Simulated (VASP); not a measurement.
Here is a VASP 6.6.1 calculation.

The input INCAR:

```
  PREC = Accurate
  ENCUT = 600
  EDIFF = 1E-6
  ISMEAR = -1
  SIGMA = 0.08
  LREAL = False
  LASPH = True
  NELM = 60
  ALGO = Normal
  ISIF = 3
  LWAVE = False
  LCHARG = False
  GGA = PE
  IBRION = 2
  NSW = 60
  EDIFFG = -0.005
```

KPOINTS

```
Automatic mesh
0
Gamma
  11 11 11
```

File POSCAR:

```
Ge
1.0
    0.0000000000      2.8744485395      2.8744485395
    2.8744485395      0.0000000000      2.8744485395
    2.8744485395      2.8744485395      0.0000000000
Ge
2
Direct
   -0.1250000000     -0.1250000000     -0.1250000000
    0.1250000000      0.1250000000      0.1250000000
```

Potentials or basis: VASP PAW PBE potentials, release 64 (Ge_d).

The run is started by

```console
$ cat potpaw_PBE.64/Ge_d/POTCAR > POTCAR
$ mpirun -np 1 vasp_std > vasp.out
```

Predict the relaxed cell.

a = 4.074 Å, b = 4.074 Å, c = 4.074 Å, α = 60.00°, β = 60.00°, γ = 60.00°.

What does it give for the band gap on the k mesh?

Zero (filled and empty bands touch).

What does it give for the relaxed volume?

23.90 Å³/atom.

The path:
| step | energy change (eV) | largest force (eV/Å) | pressure (GPa) | volume (Å³) |
| --- | --- | --- | --- | --- |
| 1 | 0.0000 | 0.0000 | 0.33 | 47.50 |
| 2 | -0.0004 | 0.0000 | 0.07 | 47.83 |
| 3 | -0.0003 | 0.0000 | -0.25 | 47.93 |
| 4 | -0.0004 | 0.0000 | 0.05 | 47.85 |
| 5 | -0.0004 | 0.0000 | -0.15 | 47.90 |
| 6 | -0.0004 | 0.0000 | -0.23 | 47.86 |
| 7 | -0.0002 | 0.0000 | 0.23 | 47.63 |
| 8 | -0.0004 | 0.0000 | 0.02 | 47.80 |

Caveat: semilocal functionals underestimate gaps, so a narrow gap can read as zero.
